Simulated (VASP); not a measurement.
Set up this calculation in VASP 6.6.1, as the native input.

```yaml
Task: G0W0 quasiparticle levels
Functional: PBE
Potentials_or_basis: VASP PAW PBE potentials, release 64 (Mg_GW, O_GW)
Cutoff: 500 eV
k_mesh: 2 × 2 × 2
Occupations: gaussian, width 0.01 eV
Spin: no spin polarisation
Dipole_correction: no
GW_scheme: G0W0
GW_iterations: 1
Cutoff_of_the_response_function: 200
Frequency_points: 48
Empty_bands: 357
Further_INCAR_settings: ALGO = EVGW0; EDIFF = 1e-08; NBANDS = 361
```

Crystal: MgO.

```
Mg O
1.0
     0.00000    2.10550    2.10550
     2.10550    0.00000    2.10550
     2.10550    2.10550    0.00000
Mg O
1 1
Direct
  0.00000 0.00000 0.00000
  0.50000 0.50000 0.50000
```

These files were run (other wordings do the same):

POSCAR

```
MgO
1.0
    0.0000000000      2.1055000000      2.1055000000
    2.1055000000      0.0000000000      2.1055000000
    2.1055000000      2.1055000000      0.0000000000
Mg O
1 1
Direct
    0.0000000000      0.0000000000      0.0000000000
    0.5000000000      0.5000000000      0.5000000000
```

INCAR.step1

```
PREC = Accurate ; ENCUT = 500
EDIFF = 1E-8 ; ISMEAR = 0
SIGMA = 0.01 ; LREAL = False
LASPH = True ; NELM = 60
ALGO = Normal ; LWAVE = True
LCHARG = False ; GGA = PE
```

INCAR.step2

```
PREC = Accurate ; ENCUT = 500
EDIFF = 1E-8 ; ISMEAR = 0
SIGMA = 0.01 ; LREAL = False
LASPH = True ; NELM = 1
ALGO = Exact ; LWAVE = True
LCHARG = False ; GGA = PE
NBANDS = 361 ; LOPTICS = True
ISTART = 1
```

INCAR.step3

```
PREC = Accurate ; ENCUT = 500
EDIFF = 1E-8 ; ISMEAR = 0
SIGMA = 0.01 ; LREAL = False
LASPH = True ; ALGO = EVGW0
LWAVE = False ; LCHARG = False
GGA = PE ; NELMGW = 1
NBANDS = 361 ; ENCUTGW = 200
NOMEGA = 48 ; PRECFOCK = Fast
ISTART = 1 ; NBANDSGW = 12
```

KPOINTS

```
regular mesh
0
Gamma
  2 2 2
```

Potentials or basis: VASP PAW PBE potentials, release 64 (Mg_GW, O_GW).

Launch:

```console
$ cat potpaw_PBE.64/Mg_GW/POTCAR potpaw_PBE.64/O_GW/POTCAR > POTCAR
$ cp INCAR.step1 INCAR
$ mpirun -np 1 vasp_std > vasp.out
$ cp INCAR.step2 INCAR
$ mpirun -np 1 vasp_std > vasp.out
$ cp INCAR.step3 INCAR
$ mpirun -np 1 vasp_std > vasp.out
```

It gave:

* Band gap on the k mesh, mean-field level: 4.48 eV, direct
* Quasiparticle gap: 6.66 eV
* Least direct quasiparticle gap: 6.66 eV

Caveat: the k points lie up to 1.29 Å⁻¹ apart; bands, screening cutoff and mesh are small and nothing is extrapolated, so the quasiparticle values aren't converged.

Run time: 15 s on 1 thread of Intel(R) Xeon(R) Platinum 8488C (Sapphire Rapids) (shared host), peak memory 0.16 GiB.
